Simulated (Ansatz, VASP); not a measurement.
**One calculation of Ba2BCl, two programs**

```
Ba B Cl
1.0
     5.54641    0.00000    0.00000
    -2.77321    4.80333    0.00000
     0.00000    0.00000    5.44606
Ba B Cl
2 1 1
Direct
  0.33333 0.66667 0.00000
  0.66667 0.33333 0.00000
  0.00000 0.00000 0.00000
  0.00000 0.00000 0.50000
```

Alike in both runs: functional PBE; k mesh 6 × 6 × 4; occupations gaussian, width 0.1 eV; no spin polarisation.

Ansatz relaxed the structure, and its values are those at the end. VASP's run is a single point on that final structure, the one shown.

|  | VASP | Ansatz |
| --- | --- | --- |
| version | VASP 6.6.1 | Ansatz 0.2.0 |
| potentials or method | VASP PAW PBE potentials, release 64 (Ba_sv, B, Cl), cutoff 520 eV | scalar-relativistic, plane waves, PAW |
| valence electrons in the cell | 30 | 30 |

VASP gave:

* gap on the k mesh at the Fermi level (eV): none
* pressure (GPa): 0.7

**Question.** What did Ansatz give for the same quantities?

**Answer.** gap on the k mesh at the Fermi level (eV): none; pressure (GPa): 0.1.

A gap of «none» marks a metal or a gap that the smearing closes.

Neither program's run includes spin-orbit coupling.
